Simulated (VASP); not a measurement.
# Si4Cl (Pm-3m) in VASP: further runs

Si4Cl is run at these levels: PBE; tasks: single point.

Everything below comes from runs of VASP 6.6.1. Logs are shortened: lines on timing, memory, paths and dates and some standing lists are left out, and cuts for length are marked.

### 1 The cell of the first run

It takes space group Pm-3m (No. 221, cubic). The conventional cell has a = 4.678 Å, b = 4.678 Å, c = 4.678 Å, α = 90.00°, β = 90.00°, γ = 90.00°. Si (site symmetry 4/mmm) has 2 Cl at 2.34 Å within 3.1 Å. Within 4.4 Å of Si (site symmetry m-3m) lie 12 Si at 3.31 Å and 8 Cl at 4.05 Å. Within 3.1 Å of Cl (site symmetry m-3m) lie 6 Si at 2.34 Å.

### 2 Single point, PBE

The input, INCAR:

```
SYSTEM = Si4Cl
PREC = Accurate
ENCUT = 500
EDIFF = 1E-6
ISMEAR = 0
SIGMA = 0.2
LREAL = .False.
LASPH = .True.
NELM = 120
ALGO = Normal
ISIF = 2
LWAVE = .False.
LCHARG = .False.
GGA = PE
NBANDS = 20
GGA_COMPAT = .False.
```

The input, KPOINTS:

```
regular mesh
0
Gamma
  4 4 4
  0 0 0
```

The input, POSCAR:

```
Si4Cl
1.0
    4.6782665738      0.0000000000      0.0000000000
    0.0000000000      4.6782665738      0.0000000000
    0.0000000000      0.0000000000      4.6782665738
Si Cl
4 1
Direct
    0.0000000000      0.5000000000      0.5000000000
    0.5000000000      0.0000000000      0.5000000000
    0.5000000000      0.5000000000      0.0000000000
    0.0000000000      0.0000000000      0.0000000000
    0.5000000000      0.5000000000      0.5000000000
```

Potentials or basis: VASP PAW PBE potentials, release 64 (Si, Cl).

Started as:

```
$ cat potpaw_PBE.64/Si/POTCAR potpaw_PBE.64/Cl/POTCAR > POTCAR
$ mpirun -np 1 vasp_std > vasp.out
```

OUTCAR:

```text
SYSTEM = Si4Cl
   PREC = Accurate
   ENCUT = 500
   EDIFF = 1E-6
   ISMEAR = 0
   LREAL = .False.
   LASPH = .True.
   NELM = 120
   ISIF = 2
   GGA = PE

 ion  position               nearest neighbor table
   1  0.000  0.500  0.500-   5 2.34   5 2.34
   2  0.500  0.000  0.500-   5 2.34   5 2.34
   3  0.500  0.500  0.000-   5 2.34   5 2.34
   4  0.000  0.000  0.000-
   5  0.500  0.500  0.500-   1 2.34   2 2.34   3 2.34   3 2.34   2 2.34   1 2.34

  LATTYP: Found a simple cubic cell.
 ALAT       =     4.6782665738

  Lattice vectors:

 A1 = (   4.6782665738,   0.0000000000,   0.0000000000)
 A2 = (   0.0000000000,   4.6782665738,   0.0000000000)
 A3 = (   0.0000000000,   0.0000000000,   4.6782665738)

Analysis of symmetry for initial positions (statically):
=====================================================================
 Subroutine PRICEL returns:
 Original cell was already a primitive cell.

 Routine SETGRP: Setting up the symmetry group for a
 simple cubic supercell.

 Subroutine GETGRP returns: Found 48 space group operations
 (whereof 48 operations were pure point group operations)
 out of a pool of 48 trial point group operations.

The static configuration has the point symmetry O_h .

Analysis of symmetry for dynamics (positions and initial velocities):
=====================================================================
 Subroutine PRICEL returns:
 Original cell was already a primitive cell.

 Routine SETGRP: Setting up the symmetry group for a
 simple cubic supercell.

 Subroutine GETGRP returns: Found 48 space group operations
 (whereof 48 operations were pure point group operations)
 out of a pool of 48 trial point group operations.

The dynamic configuration has the point symmetry O_h .

 Subroutine INISYM returns: Found 48 space group operations
 (whereof 48 operations are pure point group operations),
 and found     1 'primitive' translations

----------------------------------------------------------------------------------------

                                     Primitive cell

  volume of cell :     102.3894

  direct lattice vectors                    reciprocal lattice vectors
     4.678266574  0.000000000  0.000000000     0.213754386  0.000000000  0.000000000
     0.000000000  4.678266574  0.000000000     0.000000000  0.213754386  0.000000000
     0.000000000  0.000000000  4.678266574     0.000000000  0.000000000  0.213754386

  length of vectors
     4.678266574  4.678266574  4.678266574     0.213754386  0.213754386  0.213754386

  position of ions in fractional coordinates (direct lattice)
     0.000000000  0.500000000  0.500000000
     0.500000000  0.000000000  0.500000000
     0.500000000  0.500000000  0.000000000
     0.000000000  0.000000000  0.000000000
     0.500000000  0.500000000  0.500000000

  ion indices of the primitive-cell ions
   primitive index   ion index
                 1           1
                 2           2
                 3           3
                 4           4
                 5           5

----------------------------------------------------------------------------------------

 KPOINTS: regular mesh

Automatic generation of k-mesh.
 Grid dimensions read from file:
 generate k-points for:    4    4    4

 Generating k-lattice:

  Cartesian coordinates                     Fractional coordinates (reciprocal lattice)
     0.053438597  0.000000000  0.000000000     0.250000000  0.000000000  0.000000000
     0.000000000  0.053438597  0.000000000     0.000000000  0.250000000  0.000000000
     0.000000000  0.000000000  0.053438597     0.000000000  0.000000000  0.250000000

  Length of vectors
     0.053438597  0.053438597  0.053438597

  Shift w.r.t. Gamma in fractional coordinates (k-lattice)
     0.000000000  0.000000000  0.000000000

 Subroutine IBZKPT returns following result:
 ===========================================

 Found     10 irreducible k-points:

 Following reciprocal coordinates:
            Coordinates               Weight
  0.000000  0.000000  0.000000      1.000000
  0.250000  0.000000  0.000000      6.000000
  0.500000  0.000000  0.000000      3.000000
  0.250000  0.250000  0.000000     12.000000
  0.500000  0.250000  0.000000     12.000000
  0.500000  0.500000  0.000000      3.000000
  0.250000  0.250000  0.250000      8.000000
  0.500000  0.250000  0.250000     12.000000
  0.500000  0.500000  0.250000      6.000000
  0.500000  0.500000  0.500000      1.000000
   k-points           NKPTS =     10   k-points in BZ     NKDIM =     10   number of bands    NBANDS=     20
   number of dos      NEDOS =    301   number of ions     NIONS =      5
   total plane-waves  NPLWV =  46656
   dimension x,y,z NGX =    36 NGY =   36 NGZ =   36
   dimension x,y,z NGXF=    72 NGYF=   72 NGZF=   72
   ions per type =               4   1
   NGX,Y,Z   is equivalent  to a cutoff of  12.79, 12.79, 12.79 a.u.
   NGXF,Y,Z  is equivalent  to a cutoff of  25.59, 25.59, 25.59 a.u.
 SYSTEM =  Si4Cl
   PREC   = accura    normal or accurate (medium, high low for compatibility)
   ISTART =      0    job   : 0-new  1-cont  2-samecut
   ICHARG =      2    charge: 1-file 2-atom 10-const
   ISPIN  =      1    spin polarized calculation?
   LNONCOLLINEAR =      F non collinear calculations
   LSORBIT =      F    spin-orbit coupling
   LASPH  =      T    aspherical Exc in radial PAW
   ENCUT  =  500.0 eV  36.75 Ry    6.06 a.u.   8.53  8.53  8.53*2*pi/ulx,y,z
   NELM   =    120;   NELMIN=  2; NELMDL= -5     # of ELM steps
   EDIFF  = 0.1E-05   stopping-criterion for ELM
   LREAL  =      F    real-space projection
[... 7 lines left out ...]
   TEBEG  =    0.0;   TEEND  =   0.0 temperature during run
   PSTRESS=    0.0 pullay stress
   NELECT =      23.0000    total number of electrons
   NUPDOWN=      -1.0000    fix difference up-down
   EMIN   =  10.00;   EMAX   =-10.00  energy-range for DOS
   EFERMI =   0.00;   METHOD = LEGACY
   ISMEAR =     0;   SIGMA  =   0.20  broadening in eV -4-tet -1-fermi 0-gaus
   EFERMI_NEDOS =   21; number of points for ismear=-14 and -15
   IALGO  =     38    algorithm
   IMIX   =      4    mixing-type and parameters
     AMIX     =   0.40;   BMIX     =  1.00
     AMIX_MAG =   1.60;   BMIX_MAG =  1.00
  volume/ion in A,a.u.               =      20.48       138.19
  Fermi-wavevector in a.u.,A,eV,Ry     =   0.995174  1.880607 13.474827  0.990372
  Thomas-Fermi vector in A             =   2.127176
   LORBIT       =      0    0 simple, 1 ext, 2 COOP (PROOUT), +10 PAW based schemes
   GGA     = PE    functional components
   LHFCALC =     F    Hartree Fock is set to
   AEXX    =    0.0000 exact exchange contribution
   IVDW    =     0    specifies the selected vdW correction
   LEPSILON=     F    determine dielectric tensor
   LRPA    =     F    only Hartree local field effects (RPA)
 non-spin polarized calculation
 Gauss-broadening in eV      SIGMA  =   0.20
  energy-cutoff  :      500.00
  volume of cell :      102.39
 maximum number of plane-waves:      2624
 NGX is ok and might be reduce to    36
   NGX = 17   NGY = 17   NGZ = 17

 number of electron      22.9999995 magnetization

 Free energy of the ion-electron system (eV)
  ---------------------------------------------------
  ext. energy  EPLUGINS =         0.00000000
  ---------------------------------------------------
  free energy    TOTEN  =       -16.75737252 eV

  energy without entropy =      -16.74085877  energy(sigma->0) =      -16.74911565

 E-fermi :   6.1879     XC(G=0):  -9.7281

 val. band max:        6.1216153590   @ k =   0.5000   0.5000   0.0000
 cond. band min:       6.4445831470   @ k =   0.5000   0.2500   0.0000
 fundamental gap:      0.3229677881
 Fermi energy:         6.1879170209

 k-point     1 :       0.0000    0.0000    0.0000
  band No.  band energies     occupation
      1     -13.7710      2.00000
      2      -3.0047      2.00000
      3      -3.0047      2.00000
      4      -3.0047      2.00000
      5      -2.8815      2.00000
      6       0.0447      2.00000
[... 12 lines left out ...]
     19      10.6236      0.00000
     20      10.6715      0.00000

 k-point     2 :       0.2500    0.0000    0.0000
  band No.  band energies     occupation
      1     -13.7310      2.00000
      2      -4.2307      2.00000
      3      -2.9503      2.00000
      4      -2.9503      2.00000
      5      -1.9803      2.00000
      6       0.1573      2.00000
[... 12 lines left out ...]
     19      10.1772      0.00000
     20      11.2857      0.00000

 k-point     3 :       0.5000    0.0000    0.0000
  band No.  band energies     occupation
      1     -13.6899      2.00000
      2      -4.8107      2.00000
      3      -2.8936      2.00000
      4      -2.8936      2.00000
      5      -1.1232      2.00000
      6      -0.5277      2.00000
[... 12 lines left out ...]
     19       9.6849      0.00000
     20      12.5156      0.00000

 k-point     4 :       0.2500    0.2500    0.0000
  band No.  band energies     occupation
      1     -13.6919      2.00000
      2      -4.2054      2.00000
      3      -3.9214      2.00000
      4      -2.8998      2.00000
      5      -1.3142      2.00000
      6       0.1706      2.00000
[... 12 lines left out ...]
     19      10.8061      0.00000
     20      10.9012      0.00000

 k-point     5 :       0.5000    0.2500    0.0000
  band No.  band energies     occupation
      1     -13.6517      2.00000
      2      -4.6659      2.00000
      3      -3.9055      2.00000
      4      -2.8473      2.00000
      5      -0.8014      2.00000
      6      -0.4350      2.00000
[... 12 lines left out ...]
     19      10.3254      0.00000
     20      11.3859      0.00000
[... 31 lines left out ...]
      6       1.2760      2.00000
[... 12 lines left out ...]
     19      10.0354      0.00000
     20      10.2873      0.00000

 k-point     8 :       0.5000    0.2500    0.2500
  band No.  band energies     occupation
      1     -13.6142      2.00000
      2      -4.5457      2.00000
      3      -3.8835      2.00000
      4      -3.7615      2.00000
      5      -0.7896      2.00000
      6       1.0302      2.00000
[... 12 lines left out ...]
     19       9.8926      0.00000
     20      10.3188      0.00000

 k-point     9 :       0.5000    0.5000    0.2500
  band No.  band energies     occupation
      1     -13.5757      2.00000
      2      -4.4109      2.00000
      3      -4.4109      2.00000
      4      -3.7389      2.00000
      5      -0.8395      2.00000
      6       1.6606      2.00000
[... 12 lines left out ...]
     19      10.3577      0.00000
     20      10.3577      0.00000

 k-point    10 :       0.5000    0.5000    0.5000
  band No.  band energies     occupation
      1     -13.5379      2.00000
      2      -4.3179      2.00000
      3      -4.3179      2.00000
      4      -4.3179      2.00000
      5      -0.3977      2.00000
      6       1.7892      2.00000
[... 12 lines left out ...]
     19      10.3239      0.00000
     20      10.3239      0.00000

------------------------ aborting loop because EDIFF is reached ----------------------------------------

  FORCE on cell =-STRESS in cart. coord.  units (eV):
  Direction    XX          YY          ZZ          XY          YZ          ZX
  --------------------------------------------------------------------------------------
  -------------------------------------------------------------------------------------
  Total        0.5506232      0.5506232      0.5506232      0.0000000     -0.0000000      0.0000000
  in kB        8.6160887      8.6160887      8.6160887      0.0000000     -0.0000000      0.0000000
  external PRESSURE =       8.6160887 kB  Pullay stress =       0.0000000 kB

 VOLUME and BASIS-vectors are now :
 -----------------------------------------------------------------------------
  energy-cutoff  :      500.00
  volume of cell :      102.39
      direct lattice vectors                 reciprocal lattice vectors
     4.678266574  0.000000000  0.000000000     0.213754386  0.000000000  0.000000000
     0.000000000  4.678266574  0.000000000     0.000000000  0.213754386  0.000000000
     0.000000000  0.000000000  4.678266574     0.000000000  0.000000000  0.213754386

 POSITION                                       TOTAL-FORCE (eV/Angst)
 -----------------------------------------------------------------------------------
      0.00000      2.33913      2.33913         0.000000      0.000000      0.000000
      2.33913      0.00000      2.33913         0.000000      0.000000      0.000000
      2.33913      2.33913      0.00000         0.000000      0.000000      0.000000
      0.00000      0.00000      0.00000         0.000000      0.000000      0.000000
      2.33913      2.33913      2.33913         0.000000      0.000000      0.000000
 -----------------------------------------------------------------------------------
    total drift:                                0.000000      0.000000      0.000000

  FREE ENERGIE OF THE ION-ELECTRON SYSTEM (eV)
  ---------------------------------------------------
  free  energy   TOTEN  =       -16.7573725243 eV

  energy  without entropy=      -16.7408587718  energy(sigma->0) =      -16.74911565
```

It took 14 s on 1 thread of Intel Xeon Platinum 8259CL at 2.50GHz (Skylake/Cascade Lake), shared host; peak memory 0.19 GiB.

Results:

```
Free energy            : -16.7574 eV
Pressure               : 0.9 GPa
Band gap on the k mesh : zero (an odd number of electrons rules out a gap without spin polarisation)
```

Levels at points of the mesh, in eV from the Fermi level:
| k point | band 8 | band 9 | band 10 | band 11 | band 12 | band 13 | band 14 | band 15 |
| --- | --- | --- | --- | --- | --- | --- | --- | --- |
| (0.00, 0.00, 0.00) | -3.87 | -1.52 | -1.52 | -1.52 | 1.39 | 1.39 | 1.39 | 2.90 |
| (0.50, 0.00, 0.00) | -2.07 | -2.07 | -1.91 | -0.44 | 0.35 | 0.57 | 0.57 | 1.76 |
| (0.50, 0.50, 0.00) | -3.33 | -1.48 | -0.98 | -0.98 | -0.57 | -0.57 | -0.07 | 0.69 |
| (0.50, 0.50, 0.50) | -4.40 | -2.30 | -2.30 | -2.30 | 0.81 | 0.81 | 0.93 | 3.77 |

Caveat: an odd number of electrons without spin polarisation forces a metal; a magnetic or distorted state may lie lower.

(Part 1 of 2 ends here.)

The gap in the log of VASP goes by the Fermi energy; the results here count the filled bands.